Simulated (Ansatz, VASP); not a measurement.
Al4O: VASP beside Ansatz

File INCAR:

```
PREC = Accurate
ENCUT = 520
EDIFF = 1E-6
ISMEAR = 0
SIGMA = 0.1
LREAL = False
LASPH = True
NELM = 150
ALGO = Normal
ISIF = 2
LWAVE = False
LCHARG = True
ISPIN = 2
MAGMOM = 0 0 0 0 1
LORBIT = 11
GGA = PE
LELF = True
LVHAR = True
NBANDS = 21
```

The input KPOINTS:

```
regular mesh
0
Gamma
  4 4 4
```

POSCAR

```
Al4O
1.0
    2.7682536200     -4.8435029700      0.0000000000
    2.7682536200      4.8435029700      0.0000000000
    0.0000000000      0.0000000000      5.6742781600
Al O
4 1
Direct
    0.0000000000      0.0000000000      0.3040317200
    0.0000000000      0.0000000000      0.6959682800
    0.0000000000      0.0000000000      0.9131355200
    0.0000000000      0.0000000000      0.0868644800
    0.5000000000      0.5000000000      0.0000000000
```

Input for Ansatz:

```yaml
crystal:
  lattice:
    - [2.76825362, -4.84350297, 0.0]
    - [2.76825362, 4.84350297, 0.0]
    - [0.0, 0.0, 5.67427816]
  atoms:
    - { symbol: Al, position: [0.0, 0.0, 0.30403172] }
    - { symbol: Al, position: [0.0, 0.0, 0.69596828] }
    - { symbol: Al, position: [0.0, 0.0, 0.91313552] }
    - { symbol: Al, position: [0.0, 0.0, 0.08686448] }
    - { symbol: O, position: [0.5, 0.5, 0.0], spin: 1.0 }
basis:
  ecutwfc: 420
kpoints:
  mp_grid: { grid: [4, 4, 4] }
hamiltonian:
  xc: pbe
scf:
  occupations: { method: gaussian, width: 0.1 }
  lower_state_search: "off"
output:
  forces: true
  stress: true
  eigenvalues: true
  populations: true
magnetization:
  spin_polarized: true
```

Alike in both runs: task single point; functional PBE; k mesh 4 × 4 × 4; occupations gaussian, width 0.1 eV; collinear spin.

|  | VASP | Ansatz |
| --- | --- | --- |
| version | VASP 6.6.1 | Ansatz 0.2.0 |
| potentials or method | VASP PAW PBE potentials, release 64 (Al, O), cutoff 520 eV | scalar-relativistic, plane waves, PAW |
| valence electrons in the cell | 18 | 18 |

```csv
,VASP,Ansatz,Ansatz less VASP
gap on the k mesh at the Fermi level (eV),none,none,-
rms of the force components (eV/Å),24.758,27.374,+2.6161
net moment per atom (μB),0.30,0.27,-0.033
size of the moment on the site where the two differ most (μB),1.06,0.84,-0.225
```

Site moments also hang on the region over which each program counts them. Atom by atom the forces differ by 4.939 eV/Å (rms over components). A gap of «none» marks a metal or a gap that the smearing closes. With one functional, cell and mesh, what is left measures potentials, basis and numerics.
